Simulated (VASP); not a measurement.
# PbS (Galena) (Fm-3m) in VASP: further runs

Runs on PbS (Galena). Level: PBE. Tasks: single point.

Everything below comes from runs of VASP 6.6.1. Logs are shortened: lines on timing, memory, paths and dates and some standing lists are left out, and cuts for length are marked.

**1. The cell of the first run**

Symmetry: Fm-3m, No. 225, cubic system. The conventional cell has a = 5.810 Å, b = 5.810 Å, c = 5.810 Å, α = 90.00°, β = 90.00°, γ = 90.00°. Pb (site symmetry m-3m) has 6 S at 2.91 Å within 3.8 Å. Within 3.8 Å of S (site symmetry m-3m) lie 6 Pb at 2.91 Å.

**2. Single point, PBE**

Contents of INCAR:

```
PREC     = Accurate       # precision mode
ENCUT    = 520            # plane-wave cutoff, eV
EDIFF    = 1E-6           # SCF threshold, eV
ISMEAR   = -1             # smearing method
SIGMA    = 0.05           # smearing width, eV
LREAL    = F              # projectors in reciprocal space
LASPH    = T              # aspherical terms in the spheres
NELM     = 60             # most SCF steps
ALGO     = Normal         # electronic algorithm
ISIF     = 2              # what is computed and relaxed
LWAVE    = F              # write WAVECAR
LCHARG   = F              # write CHGCAR
GGA      = PE             # functional
NBANDS   = 17             # bands
```

Contents of KPOINTS:

```
Automatic mesh
0
Gamma
  8 8 8
```

Contents of POSCAR:

```
PbS
1.0
    0.0000000000      2.9052075019      2.9052075019
    2.9052075019      0.0000000000      2.9052075019
    2.9052075019      2.9052075019      0.0000000000
Pb S
1 1
Direct
    0.0000000000      0.0000000000      0.0000000000
    0.5000000000      0.5000000000      0.5000000000
```

Potentials or basis: VASP PAW PBE potentials, release 64 (Pb_d, S).

On the command line:

```sh
$ cat potpaw_PBE.64/Pb_d/POTCAR potpaw_PBE.64/S/POTCAR > POTCAR
$ mpirun -np 1 vasp_std > vasp.out
```

OUTCAR:

```text
PREC = Accurate
   ENCUT = 520
   EDIFF = 1E-6
   ISMEAR = -1
   LREAL = F
   LASPH = T
   NELM = 60
   ISIF = 2
   GGA = PE

 ion  position               nearest neighbor table
   1  0.000  0.000  0.000-   2 2.91   2 2.91   2 2.91   2 2.91   2 2.91   2 2.91
   2  0.500  0.500  0.500-   1 2.91   1 2.91   1 2.91   1 2.91   1 2.91   1 2.91

  LATTYP: Found a face centered cubic cell.
 ALAT       =     5.8104150038

  Lattice vectors:

 A1 = (   0.0000000000,   2.9052075019,   2.9052075019)
 A2 = (   2.9052075019,   0.0000000000,   2.9052075019)
 A3 = (   2.9052075019,   2.9052075019,   0.0000000000)

Analysis of symmetry for initial positions (statically):
=====================================================================
 Subroutine PRICEL returns:
 Original cell was already a primitive cell.

 Routine SETGRP: Setting up the symmetry group for a
 face centered cubic supercell.

 Subroutine GETGRP returns: Found 48 space group operations
[... 9 lines left out ...]

 Routine SETGRP: Setting up the symmetry group for a
 face centered cubic supercell.

 Subroutine GETGRP returns: Found 48 space group operations
[... 11 lines left out ...]
                                     Primitive cell

  volume of cell :      49.0412

  direct lattice vectors                    reciprocal lattice vectors
     0.000000000  2.905207502  2.905207502    -0.172104746  0.172104746  0.172104746
     2.905207502  0.000000000  2.905207502     0.172104746 -0.172104746  0.172104746
     2.905207502  2.905207502  0.000000000     0.172104746  0.172104746 -0.172104746

  length of vectors
     4.108583851  4.108583851  4.108583851     0.298094165  0.298094165  0.298094165

  position of ions in fractional coordinates (direct lattice)
     0.000000000  0.000000000  0.000000000
     0.500000000  0.500000000  0.500000000

  ion indices of the primitive-cell ions
   primitive index   ion index
                 1           1
                 2           2

----------------------------------------------------------------------------------------

 KPOINTS: Automatic mesh

Automatic generation of k-mesh.
 Grid dimensions read from file:
 generate k-points for:    8    8    8

 Generating k-lattice:

  Cartesian coordinates                     Fractional coordinates (reciprocal lattice)
    -0.021513093  0.021513093  0.021513093     0.125000000  0.000000000  0.000000000
     0.021513093 -0.021513093  0.021513093     0.000000000  0.125000000  0.000000000
     0.021513093  0.021513093 -0.021513093     0.000000000  0.000000000  0.125000000

  Length of vectors
     0.037261771  0.037261771  0.037261771

  Shift w.r.t. Gamma in fractional coordinates (k-lattice)
     0.000000000  0.000000000  0.000000000

 Subroutine IBZKPT returns following result:
 ===========================================

 Found     29 irreducible k-points:

 Following reciprocal coordinates:
            Coordinates               Weight
  0.000000  0.000000  0.000000      1.000000
  0.125000  0.000000  0.000000      8.000000
  0.250000  0.000000  0.000000      8.000000
  0.375000  0.000000  0.000000      8.000000
  0.500000  0.000000  0.000000      4.000000
  0.125000  0.125000  0.000000      6.000000
[... 16 lines left out ...]
  0.500000  0.250000  0.125000     48.000000
 -0.375000  0.250000  0.125000     24.000000
 [... further k-points ...]
   k-points           NKPTS =     29   k-points in BZ     NKDIM =     29   number of bands    NBANDS=     17
   number of dos      NEDOS =    301   number of ions     NIONS =      2
   total plane-waves  NPLWV =  32768
   dimension x,y,z NGX =    32 NGY =   32 NGZ =   32
   dimension x,y,z NGXF=    64 NGYF=   64 NGZF=   64
   ions per type =               1   1
   NGX,Y,Z   is equivalent  to a cutoff of  12.95, 12.95, 12.95 a.u.
   NGXF,Y,Z  is equivalent  to a cutoff of  25.90, 25.90, 25.90 a.u.
 SYSTEM =  unknown system
   PREC   = accura    normal or accurate (medium, high low for compatibility)
   ISTART =      0    job   : 0-new  1-cont  2-samecut
   ICHARG =      2    charge: 1-file 2-atom 10-const
   ISPIN  =      1    spin polarized calculation?
   LNONCOLLINEAR =      F non collinear calculations
   LSORBIT =      F    spin-orbit coupling
   LASPH  =      T    aspherical Exc in radial PAW
   ENCUT  =  520.0 eV  38.22 Ry    6.18 a.u.   7.64  7.64  7.64*2*pi/ulx,y,z
   NELM   =     60;   NELMIN=  2; NELMDL= -5     # of ELM steps
   EDIFF  = 0.1E-05   stopping-criterion for ELM
   LREAL  =      F    real-space projection
   EDIFFG = 0.1E-04   stopping-criterion for IOM
   NSW    =      0    number of steps for IOM
   IBRION =     -1    ionic relax: 0-MD 1-quasi-New 2-CG
   NFREE  =      0    steps in history (QN), initial steepest desc. (CG)
   ISIF   =      2    stress and relaxation
   ISYM   =      2    0-nonsym 1-usesym 2-fastsym
   POTIM  = 0.5000    time-step for ionic-motion
   TEBEG  =    0.0;   TEEND  =   0.0 temperature during run
   PSTRESS=    0.0 pullay stress
[... 35 lines left out ...]
 cond. band min:       6.8614744929   @ k =   0.5000   0.0000   0.0000
 fundamental gap:      0.1147007458
 Fermi energy:         6.8041244234

 k-point     1 :       0.0000    0.0000    0.0000
  band No.  band energies     occupation
      1     -10.2756      2.00000
      2     -10.2756      2.00000
      3     -10.2756      2.00000
      4     -10.2610      2.00000
      5     -10.2610      2.00000
      6      -7.5184      2.00000
[... 9 lines left out ...]
     16      13.2269      0.00000
     17      15.1255      0.00000

 k-point     2 :       0.1250    0.0000    0.0000
  band No.  band energies     occupation
      1     -10.2748      2.00000
      2     -10.2731      2.00000
      3     -10.2731      2.00000
      4     -10.2608      2.00000
      5     -10.2608      2.00000
      6      -7.3718      2.00000
[... 9 lines left out ...]
     16      13.6290      0.00000
     17      16.4344      0.00000

 k-point     3 :       0.2500    0.0000    0.0000
  band No.  band energies     occupation
      1     -10.2845      2.00000
      2     -10.2845      2.00000
      3     -10.2739      2.00000
      4     -10.2433      2.00000
      5     -10.2433      2.00000
      6      -6.9614      2.00000
[... 9 lines left out ...]
     16      14.4993      0.00000
     17      18.7440      0.00000

 k-point     4 :       0.3750    0.0000    0.0000
  band No.  band energies     occupation
      1     -10.2984      2.00000
      2     -10.2984      2.00000
      3     -10.2736      2.00000
      4     -10.2232      2.00000
      5     -10.2232      2.00000
      6      -6.4185      2.00000
[... 9 lines left out ...]
     16      15.7438      0.00000
     17      18.7191      0.00000

 k-point     5 :       0.5000    0.0000    0.0000
  band No.  band energies     occupation
      1     -10.3042      2.00000
      2     -10.3042      2.00000
      3     -10.2737      2.00000
      4     -10.2147      2.00000
      5     -10.2147      2.00000
      6      -6.1178      2.00000
[... 9 lines left out ...]
     16      16.6708      0.00000
     17      17.3422      0.00000

 k-point     6 :       0.1250    0.1250    0.0000
  band No.  band energies     occupation
      1     -10.2804      2.00000
      2     -10.2780      2.00000
      3     -10.2647      2.00000
      4     -10.2647      2.00000
      5     -10.2562      2.00000
      6      -7.3191      2.00000
[... 9 lines left out ...]
     16      14.5195      0.00000
     17      15.9408      0.00000
[... 281 lines left out ...]
 k-point    21 :       0.5000    0.5000    0.0000
  band No.  band energies     occupation
      1     -10.4756      2.00000
      2     -10.3087      2.00000
      3     -10.2283      2.00000
      4     -10.1981      2.00000
      5     -10.1981      2.00000
      6      -5.5640      2.00000
[... 9 lines left out ...]
     16      18.8733      0.00000
     17      18.8733      0.00000

 k-point    22 :       0.3750    0.2500    0.1250
  band No.  band energies     occupation
      1     -10.3283      2.00000
      2     -10.2808      2.00000
      3     -10.2681      2.00000
      4     -10.2388      2.00000
      5     -10.2293      2.00000
      6      -6.5910      2.00000
[... 9 lines left out ...]
     16      16.5688      0.00000
     17      16.9183      0.00000

 k-point    23 :       0.5000    0.2500    0.1250
  band No.  band energies     occupation
      1     -10.3496      2.00000
      2     -10.2783      2.00000
      3     -10.2686      2.00000
      4     -10.2336      2.00000
      5     -10.2190      2.00000
      6      -6.0940      2.00000
[... 9 lines left out ...]
     16      16.9860      0.00000
     17      18.0783      0.00000

 k-point    24 :      -0.3750    0.2500    0.1250
  band No.  band energies     occupation
      1     -10.3573      2.00000
      2     -10.2830      2.00000
      3     -10.2577      2.00000
      4     -10.2398      2.00000
      5     -10.2126      2.00000
      6      -5.8360      2.00000
[... 9 lines left out ...]
     16      17.5645      0.00000
     17      17.9223      0.00000

 [... further k-points ...]

------------------------ aborting loop because EDIFF is reached ----------------------------------------

  FORCE on cell =-STRESS in cart. coord.  units (eV):
  Direction    XX          YY          ZZ          XY          YZ          ZX
  --------------------------------------------------------------------------------------
  -------------------------------------------------------------------------------------
  Total        1.9794554      1.9794554      1.9794554      0.0000000      0.0000000     -0.0000000
  in kB       64.6688060     64.6688060     64.6688060      0.0000000      0.0000000     -0.0000000
  external PRESSURE =      64.6688060 kB  Pullay stress =       0.0000000 kB

 VOLUME and BASIS-vectors are now :
 -----------------------------------------------------------------------------
  energy-cutoff  :      520.00
  volume of cell :       49.04
      direct lattice vectors                 reciprocal lattice vectors
     0.000000000  2.905207502  2.905207502    -0.172104746  0.172104746  0.172104746
     2.905207502  0.000000000  2.905207502     0.172104746 -0.172104746  0.172104746
     2.905207502  2.905207502  0.000000000     0.172104746  0.172104746 -0.172104746

 POSITION                                       TOTAL-FORCE (eV/Angst)
 -----------------------------------------------------------------------------------
      0.00000      0.00000      0.00000        -0.000000     -0.000000      0.000000
      2.90521      2.90521      2.90521         0.000000      0.000000     -0.000000
 -----------------------------------------------------------------------------------
    total drift:                                0.000000     -0.000000     -0.000000

  FREE ENERGIE OF THE ION-ELECTRON SYSTEM (eV)
  ---------------------------------------------------
  free  energy   TOTEN  =        -8.6723839750 eV

  energy  without entropy=       -8.6715209474  energy(sigma->0) =       -8.67195246
```

It took 9.4 s on 1 thread of Intel Xeon Platinum 8559C (Emerald Rapids), shared host; peak memory 0.18 GiB.

Results:

| Property | Result |
| --- | --- |
| Free energy | -8.6724 eV |
| Pressure | 6.5 GPa |
| Band gap on the k mesh | 0.11 eV, direct |

Levels at points of the mesh, in eV from the valence-band top:
| k point | band 6 | band 7 | band 8 | band 9 | band 10 | band 11 | band 12 | band 13 | band 14 | band 15 |
| --- | --- | --- | --- | --- | --- | --- | --- | --- | --- | --- |
| (0.00, 0.00, 0.00) | -14.27 | -6.00 | -2.58 | -2.58 | -2.58 | 5.32 | 5.32 | 5.32 | 6.48 | 6.48 |
| (0.50, 0.00, 0.00) | -12.86 | -9.32 | -2.13 | -2.13 | 0.00 | 0.11 | 1.73 | 1.73 | 8.65 | 9.92 |
| (0.50, 0.50, 0.00) | -12.31 | -7.38 | -5.83 | -3.95 | -3.95 | 3.50 | 5.70 | 5.84 | 5.84 | 11.14 |

Caveat: spin-orbit coupling is left out, which moves the levels of the heavy elements. A k mesh can miss the band edges.

**3. Single point, PBE**

This run uses another cell than the first one, of 25.04 Å³/atom, 1.021 times its volume.

Contents of INCAR:

```
PREC = Accurate ; ENCUT = 520
EDIFF = 1E-6 ; ISMEAR = -1
SIGMA = 0.05 ; LREAL = F
LASPH = T ; NELM = 100
ALGO = Normal ; ISIF = 2
LWAVE = F ; LCHARG = F
GGA = PE ; NBANDS = 17
```

KPOINTS is that of step 2.

Contents of POSCAR:

```
PbS
1.0
    0.0000000000      2.9256673838      2.9256673838
    2.9256673838      0.0000000000      2.9256673838
    2.9256673838      2.9256673838      0.0000000000
Pb S
1 1
Direct
    0.0000000000      0.0000000000      0.0000000000
    0.5000000000      0.5000000000      0.5000000000
```

Potentials or basis: VASP PAW PBE potentials, release 64 (Pb_d, S).

On the command line:

```sh
$ cat potpaw_PBE.64/Pb_d/POTCAR potpaw_PBE.64/S/POTCAR > POTCAR
$ mpirun -np 1 vasp_std > vasp.out
```

Run time: 10 s. Hardware: 1 thread of Intel Xeon Platinum 8559C (Emerald Rapids), shared host; peak memory 0.18 GiB.

It converged, with:

* Free energy: -8.7098 eV
* Pressure: 4.9 GPa
* Band gap on the k mesh: 0.20 eV, direct

Levels at points of the mesh, in eV from the valence-band top:
```tsv
k point	band 7	band 8	band 9	band 10	band 11	band 12	band 13	band 14
(0.00, 0.00, 0.00)	-6.01	-2.43	-2.43	-2.43	5.28	5.28	5.28	6.57
(0.50, 0.00, 0.00)	-9.15	-2.01	-2.01	0.00	0.20	1.82	1.82	8.66
(0.50, 0.50, 0.00)	-7.32	-5.61	-3.77	-3.77	3.63	5.66	5.79	5.79
```

Caveat: spin-orbit coupling is left out, which moves the levels of the heavy elements.

**4. Single point, PBE**

This run uses another cell than the first one, of 25.56 Å³/atom, 1.043 times its volume.

Contents of INCAR:

```
SYSTEM = PbS
ALGO     = Normal         ! electronic algorithm
EDIFF    = 1E-6           ! SCF threshold, eV
ENCUT    = 520            ! plane-wave cutoff, eV
GGA      = PE             ! functional
ISIF     = 2              ! what is computed and relaxed
ISMEAR   = -1             ! smearing method
LASPH    = .TRUE.         ! aspherical terms in the spheres
LCHARG   = .FALSE.        ! write CHGCAR
LREAL    = .FALSE.        ! projectors in reciprocal space
LWAVE    = .FALSE.        ! write WAVECAR
NBANDS   = 17             ! bands
NELM     = 60             ! most SCF steps
PREC     = Accurate       ! precision mode
SIGMA    = 0.05           ! smearing width, eV
```

Contents of KPOINTS:

```
k-points
0
G
  8 8 8
  0 0 0
```

Contents of POSCAR:

```
PbS
1.0
    0.0000000000      2.9458450378      2.9458450378
    2.9458450378      0.0000000000      2.9458450378
    2.9458450378      2.9458450378      0.0000000000
Pb S
1 1
Direct
    0.0000000000      0.0000000000      0.0000000000
    0.5000000000      0.5000000000      0.5000000000
```

On the command line:

```sh
$ cat potpaw_PBE.64/Pb_d/POTCAR potpaw_PBE.64/S/POTCAR > POTCAR
$ mpirun -np 1 vasp_std > vasp.out
```

It took 12 s on 1 thread of Intel Xeon Platinum 8559C (Emerald Rapids), shared host; peak memory 0.18 GiB.

The run converged. Its results:

```yaml
Free_energy: -8.7374 eV
Pressure: 3.4 GPa
Band_gap_on_the_k_mesh: 0.29 eV, direct
```

Levels at points of the mesh, in eV from the valence-band top:
```
           k point  band 6  band 7  band 8  band 9  band 10  band 11  band 12  band 13  band 14  band 15
(0.00, 0.00, 0.00)  -13.81   -6.02   -2.30   -2.30    -2.30     5.25     5.25     5.25     6.65     6.65
(0.50, 0.00, 0.00)  -12.52   -8.99   -1.89   -1.89     0.00     0.29     1.89     1.89     8.66    10.06
(0.50, 0.50, 0.00)  -12.05   -7.26   -5.40   -3.60    -3.60     3.75     5.62     5.74     5.74    11.16
```

Caveat: spin-orbit coupling is left out, which moves the levels of the heavy elements. A k mesh can miss the band edges.

**5. Single point, PBE**

This run uses another cell than the first one, of 26.09 Å³/atom, 1.064 times its volume.

Contents of INCAR:

```
SYSTEM = PbS
PREC     = Accurate       ! precision mode
ENCUT    = 520            ! plane-wave cutoff, eV
EDIFF    = 1E-6           ! SCF threshold, eV
ISMEAR   = -1             ! smearing method
SIGMA    = 0.05           ! smearing width, eV
LREAL    = .False.        ! projectors in reciprocal space
LASPH    = .True.         ! aspherical terms in the spheres
NELM     = 80             ! most SCF steps
ALGO     = Normal         ! electronic algorithm
ISIF     = 2              ! what is computed and relaxed
LWAVE    = .False.        ! write WAVECAR
LCHARG   = .True.         ! write CHGCAR
GGA      = PE             ! functional
LELF     = .True.         ! ELF
LVHAR    = .True.       
NBANDS   = 17             ! bands
```

Contents of KPOINTS:

```
regular mesh
0
Gamma
  8 8 8
  0 0 0
```

Contents of POSCAR:

```
PbS
1.0
    0.0000000000      2.9657500000      2.9657500000
    2.9657500000      0.0000000000      2.9657500000
    2.9657500000      2.9657500000      0.0000000000
Pb S
1 1
Direct
    0.0000000000      0.0000000000      0.0000000000
    0.5000000000      0.5000000000      0.5000000000
```

On the command line:

```sh
$ cat potpaw_PBE.64/Pb_d/POTCAR potpaw_PBE.64/S/POTCAR > POTCAR
$ mpirun -np 1 vasp_std > vasp.out
```

Run time: 12 s. Hardware: 1 thread of Intel Xeon Platinum 8559C (Emerald Rapids), shared host; peak memory 0.18 GiB.

It converged, with:

- Free energy: -8.7561 eV
- Pressure: 2.1 GPa
- Band gap on the k mesh: 0.36 eV, direct

Levels at points of the mesh, in eV from the valence-band top:
```tsv
k point	band 6	band 7	band 8	band 9	band 10	band 11	band 12	band 13	band 14	band 15
(0.00, 0.00, 0.00)	-13.60	-6.04	-2.17	-2.17	-2.17	5.21	5.21	5.21	6.73	6.73
(0.50, 0.00, 0.00)	-12.36	-8.85	-1.78	-1.78	0.00	0.36	1.96	1.96	8.66	10.12
(0.50, 0.50, 0.00)	-11.93	-7.20	-5.20	-3.44	-3.44	3.86	5.58	5.68	5.68	11.17
```

Caveat: spin-orbit coupling is left out, which moves the levels of the heavy elements. A k mesh can miss the band edges.

**6. Single point, PBE**

This run uses another cell than the first one, of 26.61 Å³/atom, 1.085 times its volume.

Contents of INCAR:

```
SYSTEM = PbS
PREC = Accurate
ENCUT = 520
EDIFF = 1E-6
ISMEAR = -1
SIGMA = 0.05
LREAL = .FALSE.
LASPH = .TRUE.
NELM = 100
ALGO = Normal
ISIF = 2
LWAVE = .FALSE.
LCHARG = .TRUE.
GGA = PE
LELF = .TRUE.
LVHAR = .TRUE.
NBANDS = 17
```

Contents of KPOINTS:

```
Automatic mesh
0
G
  8 8 8
  0 0 0
```

Contents of POSCAR:

```
PbS
1.0
    0.0000000000      2.9853913009      2.9853913009
    2.9853913009      0.0000000000      2.9853913009
    2.9853913009      2.9853913009      0.0000000000
Pb S
1 1
Direct
    0.0000000000      0.0000000000      0.0000000000
    0.5000000000      0.5000000000      0.5000000000
```

Potentials or basis: VASP PAW PBE potentials, release 64 (Pb_d, S).

On the command line:

```sh
$ cat potpaw_PBE.64/Pb_d/POTCAR potpaw_PBE.64/S/POTCAR > POTCAR
$ mpirun -np 1 vasp_std > vasp.out
```

Wall time 12 s (1 thread of Intel Xeon Platinum 8559C (Emerald Rapids), shared host); peak memory 0.18 GiB.

The run converged. Its results:

```yaml
Free_energy: -8.7667 eV
Pressure: 1.0 GPa
Band_gap_on_the_k_mesh: 0.44 eV, direct
```

Levels at points of the mesh, in eV from the valence-band top:
| k point | band 8 | band 9 | band 10 | band 11 | band 12 | band 13 |
| --- | --- | --- | --- | --- | --- | --- |
| (0.00, 0.00, 0.00) | -2.05 | -2.05 | -2.05 | 5.17 | 5.17 | 5.17 |
| (0.50, 0.00, 0.00) | -1.68 | -1.68 | 0.00 | 0.44 | 2.03 | 2.03 |
| (0.50, 0.50, 0.00) | -5.01 | -3.29 | -3.29 | 3.97 | 5.53 | 5.63 |

Caveat: spin-orbit coupling is left out, which moves the levels of the heavy elements. A k mesh can miss the band edges.

**7. Summary**

| cell | gap on the mesh (eV) | pressure (GPa) |
| --- | --- | --- |
| a = 4.109 Å, angles 60.0°, 2 atoms | 0.11 | 6.5 |
| a = 4.138 Å, angles 60.0°, 2 atoms | 0.20 | 4.9 |
| a = 4.166 Å, angles 60.0°, 2 atoms | 0.29 | 3.4 |
| a = 4.194 Å, angles 60.0°, 2 atoms | 0.36 | 2.1 |
| a = 4.222 Å, angles 60.0°, 2 atoms | 0.44 | 1.0 |

Alike in all rows: task single point; level PBE; potentials or basis VASP PAW PBE potentials, release 64 (Pb_d, S); no spin polarisation; k mesh 8 × 8 × 8; cutoff (eV) 520; smearing fermi-dirac 0.05 eV.

Caveats: spin-orbit coupling is left out, which moves the levels of the heavy elements.

Absolute energies hang on the potentials; compare differences alone.
